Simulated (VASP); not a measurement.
**TaOF: single point with PBE**

The system is TaOF.

```xyz
3
Lattice="3.5998 0.0000 0.0000 -1.7999 3.1175 0.0000 0.0000 0.0000 2.8504" Properties=species:S:1:pos:R:3 pbc="T T T"
Ta    0.0000    0.0000    1.4252
O     1.7999    1.0392    1.4252
F     0.0000    2.0783    0.0000
```

The cell was generated, and may not be a known phase.

```json
{
  "Program": "VASP 6.6.1",
  "Task": "single point",
  "Functional": "PBE",
  "Potentials or basis": "VASP PAW PBE potentials, release 64 (Ta_pv, O, F)",
  "Cutoff": "520 eV",
  "k mesh": "6 × 6 × 6",
  "Occupations": "gaussian, width 0.1 eV",
  "Spin": "no spin polarisation",
  "Dipole correction": "no",
  "Further INCAR settings": "ALGO = Normal; EDIFF = 1e-06; NBANDS = 19"
}
```

- Pressure: 0.2 GPa
- Band gap on the k mesh: zero (bands 12 and 13 overlap by 1.11 eV)

Stress tensor (GPa, compression positive):
```
 0.37  0.00  0.00
 0.00  0.37  0.00
 0.00  0.00 -0.06
```

Levels at points of the mesh, in eV from the Fermi level:
```
           k point  band 8  band 9  band 10  band 11  band 12  band 13  band 14  band 15  band 16  band 17
(0.00, 0.00, 0.00)   -7.23   -5.98    -5.98    -4.30    -3.69     1.90     1.90     1.90     4.65     4.65
(0.50, 0.00, 0.00)   -7.33   -6.86    -6.04    -4.44    -2.92     0.08     1.60     2.32     3.11     7.21
(0.00, 0.00, 0.50)   -7.84   -7.70    -7.70    -6.23    -0.88    -0.88     3.54     4.23     4.23     5.65
(0.50, 0.00, 0.50)   -8.20   -6.35    -6.01    -5.30     0.05     0.29     1.57     1.77     5.05     6.12
```

It took 22 s on 1 thread of Oxide Virtual Turin-like Processor (shared host), peak memory 0.12 GiB.

Caveat: the k points lie up to 0.37 Å⁻¹ apart, too coarse for converged energies and pressures of a metal; spin-orbit coupling is left out, which moves the levels of the heavy elements.
